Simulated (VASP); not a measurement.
Wanted: the native input for a VASP 6.6.1 run.

| Quantity | Value |
| --- | --- |
| Task | single point |
| Functional | PBEsol |
| Potentials or basis | VASP PAW PBE potentials, release 64 (Zn, O) |
| Cutoff | 520 eV |
| k mesh | 12 × 12 × 8 |
| Occupations | fermi-dirac, width 0.08 eV |
| Spin | no spin polarisation |
| Dipole correction | no |
| Further INCAR settings | ALGO = Normal; EDIFF = 1e-07; NBANDS = 26 |

The structure of ZnO lies in POSCAR:

```
ZnO
1.0
    3.2300090304      0.0000000000      0.0000000000
   -1.6150045152      2.7972698748      0.0000000000
    0.0000000000      0.0000000000      5.2143445338
Zn O
2 2
Direct
    0.3333333333      0.6666666667      0.5000406005
    0.6666666667      0.3333333333      0.0000406005
    0.6666666667      0.3333333333      0.3789693995
    0.3333333333      0.6666666667      0.8789693995
```

One way to write it, as run:

INCAR

```
  ALGO = Normal
  EDIFF = 1E-7
  ENCUT = 520
  GGA = PS
  ISIF = 2
  ISMEAR = -1
  LASPH = True
  LCHARG = True
  LELF = True
  LREAL = False
  LVHAR = True
  LWAVE = False
  NBANDS = 26
  NELM = 80
  PREC = Accurate
  SIGMA = 0.08
```

KPOINTS

```
k-points
0
Gamma
  12 12 8
```

Potentials or basis: VASP PAW PBE potentials, release 64 (Zn, O).

Run with:

```sh
$ cat potpaw_PBE.64/Zn/POTCAR potpaw_PBE.64/O/POTCAR > POTCAR
$ mpirun -np 1 vasp_std > vasp.out
```

It gave:

```yaml
Pressure: 1.0 GPa
Band_gap_on_the_k_mesh: 0.69 eV
```

Caveat: the PAW data sets were made with another functional, which shifts forces and pressure a little.

It took 2.2 min on 1 thread of Intel Xeon 8259CL, with other jobs on the host, peak memory 0.22 GiB.
